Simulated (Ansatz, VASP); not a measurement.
**One calculation of ZnSe, two programs**

```
Zn Se
1.0
     0.00000    3.09654    2.74273
     2.74273    0.00000    2.74273
     2.74273    3.09654    0.00000
Zn Se
1 1
Direct
  0.00000 0.00000 0.00000
  0.75000 0.75000 0.75000
```

Alike in both runs: task single point; functional LDA; k mesh 10 × 10 × 10; occupations gaussian, width 0.05 eV; no spin polarisation.

```csv
,VASP,Ansatz
version,VASP 6.6.1,Ansatz 0.2.0
potentials or method,"VASP PAW LDA potentials, release 64 (Zn, Se), cutoff 520 eV","scalar-relativistic, plane waves, PAW"
valence electrons in the cell,18,28
```

Ansatz gave:

```
gap on the k mesh at the Fermi level (eV)                     : 0.69
least direct gap on the mesh (eV)                             : 0.69
pressure (GPa)                                                : -4.8
traceless stress, the component that is largest in VASP (GPa) : -3.90
```

What did VASP give for the same quantities?

gap on the k mesh at the Fermi level (eV): 0.72; least direct gap on the mesh (eV): 0.72; pressure (GPa): -4.6; traceless stress, the component that is largest in VASP (GPa): -3.87.

Ansatz warns that its potentials were made for another functional, while VASP's fit it. LDA's correlation is that of Perdew and Zunger in VASP and of Perdew and Wang (1992) in Ansatz. VASP's potentials hold 18 valence electrons a cell and Ansatz's 28, so a difference there can come from the potentials and not from the codes.
